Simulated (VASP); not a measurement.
Runs of VASP 6.6.1 on Pd. The structure is that of space group Fm-3m (No. 225), or close to it. The cells are those of the table. 

```tsv
task	cell	k mesh	cutoff (eV)	gap on the mesh (eV)	pressure (GPa)	relaxed volume (Å³/atom)
single point	a = 2.740 Å, angles 60.0°, 1 atom	24 × 24 × 24	520	none	-0.3	-
relaxation of cell and atoms	relaxed from a = 2.743 Å, angles 60.0°, 1 atom	24 × 24 × 24	600	none	0.0	14.53
relaxation of cell and atoms	relaxed from a = 2.770 Å, angles 60.0°, 1 atom	8 × 8 × 8	600	none	-0.1	14.60
relaxation of cell and atoms	relaxed from a = 2.745 Å, angles 60.0°, 1 atom	24 × 24 × 24	600	none	0.0	14.52
single point	a = 2.770 Å, angles 60.0°, 1 atom	8 × 8 × 8	520	none	-5.5	-
single point	a = 2.845 Å, angles 122.4, 122.4, 85.8°, 1 atom	10 × 10 × 10	500	none	-12.1	-
relaxation of cell and atoms	relaxed from a = 2.736 Å, angles 60.0°, 1 atom	8 × 8 × 8	500	none	0.0	14.60
relaxation of cell and atoms	relaxed from a = 2.845 Å, angles 122.4, 122.4, 85.8°, 1 atom	8 × 8 × 8	500	none	0.4	(a)
single point	a = 2.745 Å, angles 120.1, 120.1, 89.8°, 1 atom	8 × 8 × 8	500	none	0.0	-
relaxation of cell and atoms	relaxed from a = 2.746 Å, angles 60.0°, 1 atom	24 × 24 × 24	600	none	0.0	14.53
single point	a = 2.745 Å, angles 60.0°, 1 atom	8 × 8 × 8	500	none	-0.3	-
```

Alike in all rows: level PBEsol; potentials or basis VASP PAW PBE potentials, release 64 (Pd); no spin polarisation; smearing gaussian 0.1 eV.

Question: Estimate the missing entries.

Answer: (a) 14.57.

Caveats: some runs use coarse meshes; the PAW data sets were made with another functional, which shifts forces and pressure a little.

A k mesh can miss the band edges, and the runs leave out spin-orbit coupling on Pd.

A gap of «none» marks levels without a gap at the run's occupations.
